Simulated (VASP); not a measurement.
The system is ZnCd2S3.

```xyz
6
Lattice="4.1998 0.0000 0.0000 0.0000 4.1998 0.0000 0.0000 0.0000 8.3468" Properties=species:S:1:pos:R:3 pbc="T T T"
Zn    0.0000    0.0000    6.8726
Cd    0.0000    2.0999    3.3360
Cd    2.0999    0.0000    3.3360
S     0.0000    2.0999    7.6009
S     2.0999    0.0000    7.6009
S     0.0000    0.0000    3.7623
```

```yaml
Program: VASP 6.6.1
Task: relaxation of cell and atoms
Functional: PBE
Potentials_or_basis: VASP PAW PBE potentials, release 64 (Zn, Cd, S)
Cutoff: 600 eV
k_mesh: 4 × 4 × 2
Occupations: gaussian, width 0.1 eV
Spin: no spin polarisation
```

At the start: pressure 22.7 GPa; volume 24.54 Å³/atom.

Q: How do energy, volume and symmetry change on relaxing?

A: Over 39 steps the energy falls by 1158.0 meV/atom and the volume is 24.15 Å³/atom (-1.6 %); space group P4/mmm (No. 123, to 0.05 Å).

Step by step:
| step | energy change (eV) | largest force (eV/Å) | pressure (GPa) | volume (Å³) |
| --- | --- | --- | --- | --- |
| 1 | 0.0000 | 3.9827 | 22.74 | 147.23 |
| 2 | -2.8220 | 0.6441 | -5.47 | 230.80 |
| 3 | -3.6954 | 0.7880 | -1.17 | 190.91 |
| 4 | -3.6991 | 0.7991 | -1.71 | 193.81 |
| 5 | -3.6995 | 0.7971 | -1.53 | 192.82 |
| 6 | -3.9439 | 0.5677 | -1.61 | 186.29 |
| 7 | -4.7438 | 0.8799 | -1.47 | 166.57 |
| 8 | -5.2486 | 6.0890 | 12.04 | 126.36 |
| 9 | -5.3226 | 1.0830 | -0.33 | 153.02 |
| 10 | -5.7861 | 1.9349 | 2.95 | 139.75 |
| 11 | -5.7870 | 3.0553 | 5.56 | 134.75 |
| 12 | -5.8064 | 2.4692 | 4.32 | 136.96 |
| 13 | -5.9090 | 2.6645 | 4.69 | 135.99 |
| 14 | -6.0057 | 3.3125 | 6.53 | 132.90 |
| 15 | -6.2009 | 2.4507 | 5.09 | 134.84 |
| 16 | -6.4403 | 1.1010 | 2.74 | 139.47 |
| 17 | -6.4712 | 0.7408 | 1.88 | 141.53 |
| 18 | -6.4733 | 0.7474 | 1.60 | 142.26 |
| 19 | -6.5065 | 0.5895 | 0.99 | 143.22 |
| 20 | -6.5336 | 0.4827 | -0.13 | 145.23 |
| 21 | -6.5440 | 0.4554 | -0.15 | 145.28 |
| 22 | -6.5732 | 0.3804 | -0.17 | 145.43 |
| 23 | -6.6247 | 0.2879 | -0.25 | 145.72 |
| 24 | -6.7029 | 0.4911 | -0.37 | 146.22 |
| 25 | -6.7404 | 1.0674 | -0.46 | 146.93 |
| 26 | -6.7490 | 0.8828 | -0.46 | 146.70 |
| 27 | -6.7641 | 0.8634 | -0.47 | 146.61 |
| 28 | -6.8037 | 0.7832 | -0.46 | 146.33 |
| 29 | -6.8337 | 0.6746 | -0.09 | 145.70 |
| 30 | -6.8350 | 0.6479 | -0.21 | 145.84 |
| 31 | -6.8495 | 0.6138 | -0.20 | 145.69 |
| 32 | -6.8841 | 0.5166 | -0.20 | 145.21 |
| 33 | -6.9137 | 0.3392 | -0.09 | 144.25 |
| 34 | -6.9274 | 0.2845 | 0.08 | 143.89 |
| 35 | -6.9414 | 0.0733 | 0.81 | 142.78 |
| 36 | -6.9423 | 0.1298 | 0.63 | 143.03 |
| 37 | -6.9474 | 0.0535 | -0.07 | 144.99 |
| 38 | -6.9474 | 0.0516 | -0.05 | 144.90 |
| 39 | -6.9478 | 0.0222 | -0.06 | 144.89 |

Final structure:
```cif
data_structure
_symmetry_space_group_name_H-M 'P 1'
_symmetry_Int_Tables_number 1
_cell_length_a 5.3667
_cell_length_b 5.3667
_cell_length_c 5.0308
_cell_angle_alpha 90.000
_cell_angle_beta 90.000
_cell_angle_gamma 90.000
_cell_volume 144.89
loop_
_atom_site_label
_atom_site_type_symbol
_atom_site_fract_x
_atom_site_fract_y
_atom_site_fract_z
_atom_site_occupancy
Zn1 Zn 0.00000 0.00000 0.89769 1
Cd1 Cd 0.00000 0.50000 0.39954 1
Cd2 Cd 0.50000 0.00000 0.39954 1
S1 S 0.00000 0.50000 0.89960 1
S2 S 0.50000 0.00000 0.89960 1
S3 S 0.00000 0.00000 0.39875 1
```

Caveat: the k points lie up to 0.62 Å⁻¹ apart in the final cell.
